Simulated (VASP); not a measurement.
Runs of VASP 6.6.1 on Cs. The structure is that of space group Pm-3m (No. 221), or close to it. The cells are those of the table. 

```csv
task,level,cell,k mesh,k mesh for the DOS,occupations for the DOS,gap on the mesh (eV),pressure (GPa)
single point,PBEsol,"a = 3.627 Å, 1 atom",8 × 8 × 8,-,-,none,3.2
single point,PBEsol,"a = 3.907 Å, 1 atom","8 × 8 × 8, shifted",-,-,none,2.0
single point,PBEsol,"a = 4.152 Å, 1 atom",8 × 8 × 8,-,-,none,(a)
single point,PBEsol,"a = 3.907 Å, 1 atom",8 × 8 × 8,-,-,none,2.0
single point,RPBE,"a = 3.627 Å, 1 atom",8 × 8 × 8,-,-,none,5.7
single point,PBEsol,"a = 4.371 Å, 1 atom",8 × 8 × 8,-,-,none,0.8
```

Alike in all rows: potentials or basis VASP PAW PBE potentials, release 64 (Cs_sv); no spin polarisation; cutoff (eV) 520; smearing fermi-dirac 0.08 eV.

Fill in the values left out.

(a) 1.3.

Caveats: the PAW data sets were made with another functional, which shifts forces and pressure a little; spin-orbit coupling is left out, which moves the levels of the heavy elements.

A k mesh can miss the band edges, and the runs leave out spin-orbit coupling on Cs.

A gap of «none» marks levels without a gap at the run's occupations.
